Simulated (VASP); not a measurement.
## Ta2Si: single point with PBEsol

Crystal: Ta2Si.

```xyz
6
Lattice="-2.9456 2.9456 2.6207 2.9456 -2.9456 2.6207 2.9456 2.9456 -2.6207" Properties=species:S:1:pos:R:3 pbc="T T T"
Ta    1.9850    0.9607    2.6207
Ta   -0.9607    1.9850    2.6207
Ta    0.9607    1.9850    0.0000
Ta    3.9063    0.9607    0.0000
Si    0.0000    0.0000    1.3103
Si    0.0000    0.0000    3.9310
```

This cell differs from its parent crystal: strain -0.040 along x and y, +0.040 along z.

```json
{
 "Program": "VASP 6.6.1",
 "Task": "single point",
 "Functional": "PBEsol",
 "Potentials or basis": "VASP PAW PBE potentials, release 64 (Ta_pv, Si)",
 "Cutoff": "520 eV",
 "k mesh": "12 × 12 × 12",
 "Occupations": "gaussian, width 0.15 eV",
 "Spin": "no spin polarisation"
}
```

The pressure is 12.2 GPa, the largest force is 0.017 eV/Å and the band gap on the k mesh is zero (band 26 reaches 8.25 eV, above the bottom of band 27 at 7.57 eV).

Forces on the atoms (eV/Å):
```
Ta  -0.012  0.012  0.000
Ta  -0.012 -0.012  0.000
Ta   0.012 -0.012  0.000
Ta   0.012  0.012  0.000
Si   0.000  0.000  0.000
Si   0.000  0.000  0.000
```

Stress tensor (GPa, compression positive):
```
17.69  0.00  0.00
 0.00 17.69  0.00
 0.00  0.00  1.07
```

Levels at points of the mesh, in eV from the Fermi level:
| k point | band 24 | band 25 | band 26 | band 27 | band 28 | band 29 |
| --- | --- | --- | --- | --- | --- | --- |
| (0.00, 0.00, 0.00) | -1.80 | -0.54 | 0.38 | 0.86 | 1.92 | 1.92 |
| (0.50, 0.00, 0.00) | -1.84 | -0.89 | -0.89 | 0.68 | 0.68 | 2.06 |
| (0.50, 0.50, 0.00) | -0.97 | -0.51 | -0.19 | 0.49 | 0.88 | 1.37 |
| (0.50, 0.50, 0.50) | -0.76 | -0.75 | -0.75 | 0.03 | 0.51 | 0.80 |

Wall time 14 min on 1 thread of Oxide Virtual Turin-like Processor, with other jobs on the host, peak memory 0.5 GiB.

Caveat: the cell differs from its parent crystal (strain -0.040 along x and y, +0.040 along z); the PAW data sets were made with another functional, which shifts forces and pressure a little; spin-orbit coupling is left out, which moves the levels of the heavy elements.
